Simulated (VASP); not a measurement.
# Nb (Im-3m) in VASP: notebook, part 2 of 2

VASP 6.6.1. Earlier steps stand in the parts before.

### 3 Single point, revPBE (volume scaled by 1.08)

Input file INCAR:

```
SYSTEM = Nb
PREC = Accurate ; ENCUT = 520
EDIFF = 1E-6 ; ISMEAR = -1
SIGMA = 0.1 ; LREAL = .FALSE.
LASPH = .TRUE. ; NELM = 80
ALGO = Normal ; ISIF = 2
LWAVE = .FALSE. ; LCHARG = .FALSE.
GGA = RE ; NBANDS = 12
```

Input file KPOINTS:

```
Automatic mesh
0
G
  22 22 22
  0 0 0
```

Input file POSCAR:

```
Nb
1.0
   -1.7047801714      1.7047801714      1.7047801714
    1.7047801714     -1.7047801714      1.7047801714
    1.7047801714      1.7047801714     -1.7047801714
Nb
1
Direct
    0.0000000000      0.0000000000      0.0000000000
```

Potentials or basis: VASP PAW PBE potentials, release 64 (Nb_sv).

Run with:

```
$ cat potpaw_PBE.64/Nb_sv/POTCAR > POTCAR
$ mpirun -np 1 vasp_std > vasp.out
```

OUTCAR:

```text
SYSTEM = Nb
   PREC = Accurate
   ENCUT = 520
   EDIFF = 1E-6
   ISMEAR = -1
   LREAL = .FALSE.
   LASPH = .TRUE.
   NELM = 80
   ISIF = 2
   GGA = RE

 ion  position               nearest neighbor table
   1  0.000  0.000  0.000-

  LATTYP: Found a body centered cubic cell.
 ALAT       =     3.4095603428

  Lattice vectors:

 A1 = (  -1.7047801714,   1.7047801714,   1.7047801714)
 A2 = (   1.7047801714,  -1.7047801714,   1.7047801714)
 A3 = (   1.7047801714,   1.7047801714,  -1.7047801714)

Analysis of symmetry for initial positions (statically):
=====================================================================
 Subroutine PRICEL returns:
 Original cell was already a primitive cell.

 Routine SETGRP: Setting up the symmetry group for a
 body centered cubic supercell.

 Subroutine GETGRP returns: Found 48 space group operations
 (whereof 48 operations were pure point group operations)
 out of a pool of 48 trial point group operations.

The static configuration has the point symmetry O_h .

Analysis of symmetry for dynamics (positions and initial velocities):
[... 159 lines left out ...]
 val. band max:        9.9721045077   @ k =  -0.1818   0.1818   0.0909
 cond. band min:       9.9774984142   @ k =   0.3182   0.1818   0.0909
 fundamental gap:      0.0053939065
 Fermi energy:         9.9731154700

 k-point     1 :       0.0000    0.0000    0.0000
  band No.  band energies     occupation
      1     -44.5726      2.00000
      2     -20.0466      2.00000
      3     -20.0466      2.00000
      4     -20.0466      2.00000
      5       4.2147      2.00000
      6      10.3397      0.04988
      7      10.3397      0.04988
      8      10.3397      0.04988
      9      12.9449      0.00000
     10      12.9449      0.00000
     11      23.8845      0.00000
     12      23.8845      0.00000
[... 331 lines left out ...]
 k-point    24 :       0.1364    0.0909    0.0000
  band No.  band energies     occupation
      1     -44.5169      2.00000
      2     -20.3956      2.00000
      3     -20.1384      2.00000
      4     -20.0737      2.00000
      5       5.5216      2.00000
      6       9.7209      1.85140
      7       9.8560      1.52684
      8      11.7378      0.00000
      9      12.2553      0.00000
     10      13.1274      0.00000
     11      24.6416      0.00000
     12      25.1927      0.00000

 [... further k-points ...]
[... 5 lines left out ...]
  --------------------------------------------------------------------------------------
  -------------------------------------------------------------------------------------
  Total       -1.3577326     -1.3577326     -1.3577326      0.0000000      0.0000000      0.0000000
  in kB     -109.7639408   -109.7639408   -109.7639408      0.0000000      0.0000000      0.0000000
  external PRESSURE =    -109.7639408 kB  Pullay stress =       0.0000000 kB

 VOLUME and BASIS-vectors are now :
 -----------------------------------------------------------------------------
  energy-cutoff  :      520.00
  volume of cell :       19.82
      direct lattice vectors                 reciprocal lattice vectors
    -1.704780171  1.704780171  1.704780171     0.000000000  0.293292947  0.293292947
     1.704780171 -1.704780171  1.704780171     0.293292947  0.000000000  0.293292947
     1.704780171  1.704780171 -1.704780171     0.293292947  0.293292947  0.000000000

 POSITION                                       TOTAL-FORCE (eV/Angst)
 -----------------------------------------------------------------------------------
      0.00000      0.00000      0.00000        -0.000000      0.000000     -0.000000
 -----------------------------------------------------------------------------------
    total drift:                                0.000000      0.000000     -0.000000

  FREE ENERGIE OF THE ION-ELECTRON SYSTEM (eV)
  ---------------------------------------------------
  free  energy   TOTEN  =        -9.7806962705 eV

  energy  without entropy=       -9.7271641151  energy(sigma->0) =       -9.75393019
```

Run time: 28 s. Hardware: 1 thread of Intel Xeon Platinum 8488C (Sapphire Rapids), shared host; peak memory 0.2 GiB.

What came out:

- Free energy: -9.7807 eV
- Pressure: -11.0 GPa

Caveat: the PAW data sets were made with another functional, which shifts forces and pressure a little.

### 4 Single point, revPBE (volume scaled by 1.12)

Input file INCAR:

```
PREC     = Accurate       # precision mode
ENCUT    = 520            # plane-wave cutoff, eV
EDIFF    = 1E-7           # SCF threshold, eV
ISMEAR   = -1             # smearing method
SIGMA    = 0.1            # smearing width, eV
LREAL    = False          # projectors in reciprocal space
LASPH    = True           # aspherical terms in the spheres
NELM     = 100            # most SCF steps
ALGO     = Normal         # electronic algorithm
ISIF     = 2              # what is computed and relaxed
LWAVE    = False          # write WAVECAR
LCHARG   = False          # write CHGCAR
GGA      = RE             # functional
NBANDS   = 12             # bands
```

Input file KPOINTS:

```
regular mesh
0
Gamma
  22 22 22
```

Input file POSCAR:

```
Nb
1.0
   -1.7255722226      1.7255722226      1.7255722226
    1.7255722226     -1.7255722226      1.7255722226
    1.7255722226      1.7255722226     -1.7255722226
Nb
1
Direct
    0.0000000000      0.0000000000      0.0000000000
```

Run with:

```
$ cat potpaw_PBE.64/Nb_sv/POTCAR > POTCAR
$ mpirun -np 1 vasp_std > vasp.out
```

Run time: 38 s. Hardware: 1 thread of Intel Xeon Platinum 8488C (Sapphire Rapids), shared host; peak memory 0.2 GiB.

It converged, with:

```yaml
Free_energy: -9.7212 eV
Pressure: -15.0 GPa
```

Levels at points of the mesh, in eV from the Fermi level:
| k point | band 4 | band 5 | band 6 | band 7 | band 8 | band 9 | band 10 | band 11 |
| --- | --- | --- | --- | --- | --- | --- | --- | --- |
| (0.00, 0.00, 0.00) | -30.14 | -5.67 | 0.36 | 0.36 | 0.36 | 2.86 | 2.86 | 13.80 |
| (0.50, 0.00, 0.00) | -30.15 | -3.23 | -1.33 | 1.70 | 2.82 | 3.40 | 5.33 | 10.12 |
| (0.50, 0.50, 0.50) | -30.76 | -3.04 | -3.04 | 4.71 | 4.71 | 4.71 | 8.01 | 8.01 |

Caveat: the PAW data sets were made with another functional, which shifts forces and pressure a little.

### 5 The runs side by side

```tsv
cell	gap on the mesh (eV)	pressure (GPa)
a = 2.916 Å, angles 109.5°, 1 atom	none	-6.0
a = 2.953 Å, angles 109.5°, 1 atom	none	-11.0
a = 2.989 Å, angles 109.5°, 1 atom	none	-15.0
```

Alike in all rows: task single point; level revPBE; potentials or basis VASP PAW PBE potentials, release 64 (Nb_sv); no spin polarisation; k mesh 22 × 22 × 22; cutoff (eV) 520; smearing fermi-dirac 0.1 eV.

Caveats: the PAW data sets were made with another functional, which shifts forces and pressure a little.

Total energies depend on the potentials used, so only differences within one code and one set of settings carry meaning.
